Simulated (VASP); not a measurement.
Set up this calculation in VASP 6.6.1, as the native input.

```yaml
Task: single point
Functional: PBEsol
Potentials_or_basis: VASP PAW PBE potentials, release 64 (Ga_d, N)
Cutoff: 520 eV
k_mesh: 10 × 10 × 3
Occupations: fermi-dirac, width 0.05 eV
Spin: no spin polarisation
Dipole_correction: no
Further_INCAR_settings: ALGO = Normal; EDIFF = 1e-06; NBANDS = 46
```

The structure of GaN lies in POSCAR:

```
GaN
1.0
    3.2537997090      0.0000000000      0.0000000000
   -1.6268998545      2.8178732069      0.0000000000
    0.0000000000      0.0000000000     10.4931298399
Ga N
4 4
Direct
    0.0000000000      0.0000000000      0.7858680000
    0.6666666667      0.3333333333      0.0373490000
    0.3333333333      0.6666666667      0.5373490000
    0.0000000000      0.0000000000      0.2858680000
    0.0000000000      0.0000000000      0.0930380000
    0.6666666667      0.3333333333      0.3437450000
    0.0000000000      0.0000000000      0.5930380000
    0.3333333333      0.6666666667      0.8437450000
```

These files were run (other wordings do the same):

INCAR

```
SYSTEM = GaN
PREC = Accurate ; ENCUT = 520
EDIFF = 1E-6 ; ISMEAR = -1
SIGMA = 0.05 ; LREAL = .FALSE.
LASPH = .TRUE. ; NELM = 60
ALGO = Normal ; ISIF = 2
LWAVE = .FALSE. ; LCHARG = .FALSE.
GGA = PS ; NBANDS = 46
```

KPOINTS

```
Automatic mesh
0
G
  10 10 3
  0 0 0
```

Potentials or basis: VASP PAW PBE potentials, release 64 (Ga_d, N).

The run is started by

```bash
$ cat potpaw_PBE.64/Ga_d/POTCAR potpaw_PBE.64/N/POTCAR > POTCAR
$ mpirun -np 1 vasp_std > vasp.out
```

It gave:

* Pressure: -11.8 GPa
* Largest force: 0.249 eV/Å
* Band gap on the k mesh: 0.51 eV

Caveat: the cell stands under tension; the PAW data sets were made with another functional, which shifts forces and pressure a little.

Run time: 97 s on 1 thread of AMD EPYC 9R45 96-Core Processor (Zen 5) (shared host), peak memory 0.21 GiB.
